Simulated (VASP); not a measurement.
# BaSr3 (I4/mmm) in VASP: single point with LDA

Aim: the single point of BaSr3 with LDA.

Program: VASP 6.6.1. These are calculated values, not measurements. Logs are shortened: lines on timing, memory, paths and dates and some standing lists are left out, and cuts for length are marked.

## 1. The cell of the first run

The structure is tetragonal, space group I4/mmm (No. 139). The conventional cell has a = 6.213 Å, b = 6.213 Å, c = 12.309 Å, α = 90.00°, β = 90.00°, γ = 90.00°. Within 5.7 Å of Ba (site symmetry 4/mmm) lie 12 Sr at 4.37 to 4.39 Å. Sr (site symmetry -4m2) has 4 Ba at 4.37 Å and 8 Sr at 4.37 to 4.39 Å within 5.7 Å. Sr (site symmetry 4/mmm) has 8 Sr at 4.37 Å and 4 Ba at 4.39 Å within 5.7 Å.

## 2. Single point, LDA

Contents of POSCAR:

```
BaSr3
1.0
    6.2131873200      0.0000000000      0.0000000000
    0.0000000000      6.2131873200      0.0000000000
   -3.1065936600     -3.1065936600      6.1546734900
Ba Sr
1 3
Direct
    0.0000000000      0.0000000000      0.0000000000
    0.2500000000      0.7500000000      0.5000000000
    0.7500000000      0.2500000000      0.5000000000
    0.5000000000      0.5000000000      0.0000000000
```

Contents of INCAR.step1:

```
PREC = Accurate
ENCUT = 520
EDIFF = 1E-6
ISMEAR = 0
SIGMA = 0.05
LREAL = F
LASPH = T
NELM = 80
ALGO = Fast
ISIF = 2
LWAVE = F
LCHARG = T
GGA = CA
NBANDS = 28
```

Contents of KPOINTS.step1:

```
regular mesh
0
Gamma
  6 6 6
```

Contents of INCAR.step2:

```
PREC = Accurate
ENCUT = 520
EDIFF = 1E-6
ISMEAR = -5
SIGMA = 0.05
LREAL = F
LASPH = T
NELM = 80
ALGO = Fast
ISIF = 2
LWAVE = F
LCHARG = F
GGA = CA
LORBIT = 10
NBANDS = 28
NEDOS = 1001
ICHARG = 11
```

Contents of KPOINTS.step2:

```
regular mesh
0
Gamma
  9 9 9
```

Potentials or basis: VASP PAW LDA potentials, release 64 (Ba_sv, Sr_sv).

On the command line:

```console
$ cat potpaw_LDA.64/Ba_sv/POTCAR potpaw_LDA.64/Sr_sv/POTCAR > POTCAR
$ cp INCAR.step1 INCAR
$ cp KPOINTS.step1 KPOINTS
$ mpirun -np 1 vasp_std > vasp.out
$ cp INCAR.step2 INCAR
$ cp KPOINTS.step2 KPOINTS
$ mpirun -np 1 vasp_std > vasp.out
```

OUTCAR:

```text
PREC = Accurate
   ENCUT = 520
   EDIFF = 1E-6
   ISMEAR = -5
   LREAL = F
   LASPH = T
   NELM = 80
   ISIF = 2
   GGA = CA
   LORBIT = 10
   ICHARG = 11

 ion  position               nearest neighbor table
   1  0.000  0.000  0.000-   3 4.37   2 4.37   2 4.37   3 4.37   2 4.37   3 4.37   3 4.37   2 4.37
                             4 4.39   4 4.39   4 4.39   4 4.39
   2  0.250  0.750  0.500-   1 4.37   4 4.37   1 4.37   4 4.37   1 4.37   4 4.37   1 4.37   4 4.37
                             3 4.39   3 4.39   3 4.39   3 4.39
   3  0.750  0.250  0.500-   4 4.37   1 4.37   1 4.37   4 4.37   1 4.37   4 4.37   4 4.37   1 4.37
                             2 4.39   2 4.39   2 4.39   2 4.39
   4  0.500  0.500  0.000-   2 4.37   3 4.37   2 4.37   3 4.37   2 4.37   3 4.37   2 4.37   3 4.37
                             1 4.39   1 4.39   1 4.39   1 4.39

  LATTYP: Found a body centered tetragonal cell.
 ALAT       =     6.2131873200
 C/A-ratio  =     1.9811646335

  Lattice vectors:

 A1 = (   3.1065936600,  -3.1065936600,  -6.1546734900)
 A2 = (  -3.1065936600,   3.1065936600,  -6.1546734900)
 A3 = (   3.1065936600,   3.1065936600,   6.1546734900)

Analysis of symmetry for initial positions (statically):
=====================================================================
 Subroutine PRICEL returns:
 Original cell was already a primitive cell.

 Routine SETGRP: Setting up the symmetry group for a
 body centered tetragonal supercell.

 Subroutine GETGRP returns: Found 16 space group operations
 (whereof 16 operations were pure point group operations)
 out of a pool of 16 trial point group operations.

The static configuration has the point symmetry D_4h.

Analysis of symmetry for dynamics (positions and initial velocities):
=====================================================================
 Subroutine PRICEL returns:
 Original cell was already a primitive cell.

 Routine SETGRP: Setting up the symmetry group for a
 body centered tetragonal supercell.

 Subroutine GETGRP returns: Found 16 space group operations
 (whereof 16 operations were pure point group operations)
 out of a pool of 16 trial point group operations.

The dynamic configuration has the point symmetry D_4h.

 Subroutine INISYM returns: Found 16 space group operations
 (whereof 16 operations are pure point group operations),
 and found     1 'primitive' translations
[... 107 lines left out ...]
   ISIF   =      2    stress and relaxation
   ISYM   =      2    0-nonsym 1-usesym 2-fastsym
   POTIM  = 0.5000    time-step for ionic-motion
   TEBEG  =    0.0;   TEEND  =   0.0 temperature during run
   PSTRESS=    0.0 pullay stress
   NELECT =      40.0000    total number of electrons
   NUPDOWN=      -1.0000    fix difference up-down
   EMIN   =  10.00;   EMAX   =-10.00  energy-range for DOS
   EFERMI =   0.00;   METHOD = LEGACY
   ISMEAR =    -5;   SIGMA  =   0.05  broadening in eV -4-tet -1-fermi 0-gaus
   EFERMI_NEDOS =   21; number of points for ismear=-14 and -15
   IALGO  =     68    algorithm
   IMIX   =      4    mixing-type and parameters
     AMIX     =   0.40;   BMIX     =  1.00
     AMIX_MAG =   1.60;   BMIX_MAG =  1.00
  volume/ion in A,a.u.               =      59.40       400.84
  Fermi-wavevector in a.u.,A,eV,Ry     =   0.903962  1.708241 11.117965  0.817147
  Thomas-Fermi vector in A             =   2.027351
   LORBIT       =     10    0 simple, 1 ext, 2 COOP (PROOUT), +10 PAW based schemes
   GGA     = CA    functional components
   LHFCALC =     F    Hartree Fock is set to
   AEXX    =    0.0000 exact exchange contribution
   IVDW    =     0    specifies the selected vdW correction
   LEPSILON=     F    determine dielectric tensor
   LRPA    =     F    only Hartree local field effects (RPA)
 non-spin polarized calculation
 RMM-DIIS sequential band-by-band and
 Fermi weights with tetrahedron method with Bloechl corrections
  energy-cutoff  :      520.00
  volume of cell :      237.59
 maximum number of plane-waves:      6431
 NGX is ok and might be reduce to    48

 number of electron      40.0000000 magnetization

 Free energy of the ion-electron system (eV)
  ---------------------------------------------------
  ext. energy  EPLUGINS =         0.00000000
  ---------------------------------------------------
  free energy    TOTEN  =        -7.69612208 eV

  energy without entropy =       -7.69612208  energy(sigma->0) =       -7.69612208

 E-fermi :   1.3666     XC(G=0):  -7.4438

 val. band max:        1.3788750279   @ k =   0.1111   0.0000  -0.0000
 cond. band min:       1.3534678626   @ k =  -0.3333   0.3333   0.1111
 fundamental gap:     -0.0254071654
 Fermi energy:         1.3666087859

 k-point     1 :       0.0000    0.0000    0.0000
  band No.  band energies     occupation
      1     -35.2580      2.00000
      2     -35.2500      2.00000
      3     -35.2420      2.00000
      4     -27.5569      2.00000
      5     -17.3765      2.00000
      6     -17.3608      2.00000
[... 733 lines left out ...]
     27       3.1574      0.00000
     28       3.2702      0.00000

 [... further k-points ...]

------------------------ aborting loop because EDIFF is reached ----------------------------------------

  FORCE on cell =-STRESS in cart. coord.  units (eV):
  Direction    XX          YY          ZZ          XY          YZ          ZX
  --------------------------------------------------------------------------------------
  -------------------------------------------------------------------------------------
  Total       -2.3846028     -2.3846028     -2.4294153      0.0000000     -0.0000000      0.0000000
  in kB      -16.0802472    -16.0802472    -16.3824343      0.0000000     -0.0000000      0.0000000
  external PRESSURE =     -16.1809762 kB  Pullay stress =       0.0000000 kB

 VOLUME and BASIS-vectors are now :
 -----------------------------------------------------------------------------
  energy-cutoff  :      520.00
  volume of cell :      237.59
      direct lattice vectors                 reciprocal lattice vectors
     6.213187320  0.000000000  0.000000000     0.160947988  0.000000000  0.081239078
     0.000000000  6.213187320  0.000000000     0.000000000  0.160947988  0.081239078
    -3.106593660 -3.106593660  6.154673490     0.000000000  0.000000000  0.162478156

 POSITION                                       TOTAL-FORCE (eV/Angst)
 -----------------------------------------------------------------------------------
      0.00000      0.00000      0.00000         0.000000     -0.000000     -0.000000
      0.00000      3.10659      3.07734        -0.000000      0.000000      0.000000
      3.10659      0.00000      3.07734         0.000000     -0.000000     -0.000000
      3.10659      3.10659      0.00000         0.000000     -0.000000     -0.000000
 -----------------------------------------------------------------------------------
    total drift:                               -0.000000      0.000000      0.000000

  FREE ENERGIE OF THE ION-ELECTRON SYSTEM (eV)
  ---------------------------------------------------
  free  energy   TOTEN  =        -7.6961220773 eV

  energy  without entropy=       -7.6961220773  energy(sigma->0) =       -7.69612208

 total charge

# of ion       s       p       d       tot
------------------------------------------
    1        2.068   5.542   0.272   7.882
    2        2.071   5.695   0.128   7.895
    3        2.071   5.695   0.128   7.895
    4        2.070   5.696   0.128   7.894
--------------------------------------------------
tot          8.281  22.628   0.656  31.565
```

OSZICAR.step1:

```text
N       E                     dE             d eps       ncg     rms          rms(c)
DAV:   1     0.274303823426E+03    0.27430E+03   -0.17699E+04  1680   0.120E+03
DAV:   2     0.160133506619E+02   -0.25829E+03   -0.25440E+03  2156   0.276E+02
DAV:   3    -0.654413696737E+01   -0.22557E+02   -0.22287E+02  2672   0.619E+01
[... 25 lines left out ...]
RMM:  29    -0.770126415412E+01   -0.17995E-05   -0.20534E-05   968   0.600E-03    0.146E-02
RMM:  30    -0.770126556016E+01   -0.14060E-05   -0.16312E-05  1108   0.568E-03    0.148E-02
RMM:  31    -0.770126663581E+01   -0.10756E-05   -0.15249E-05  1488   0.638E-03    0.134E-02
RMM:  32    -0.770126756941E+01   -0.93361E-06   -0.12265E-05  1376   0.572E-03    0.117E-02
RMM:  33    -0.770126849526E+01   -0.92585E-06   -0.11226E-05  1152   0.502E-03    0.109E-02
RMM:  34    -0.770126948750E+01   -0.99224E-06   -0.90369E-06   956   0.426E-03
   1 F= -.77012695E+01 E0= -.76983145E+01  d E =-.590989E-02
```

Wall time 47 min (1 thread of AMD EPYC 7R13, shared host); peak memory 0.54 GiB.

Results:

```
Valence electrons inside the program's atomic spheres : Ba 7.88; Sr 7.89
```

Caveat: spin-orbit coupling is left out, which moves the levels of the heavy elements; tetrahedron occupations give inexact forces and stress in metals.
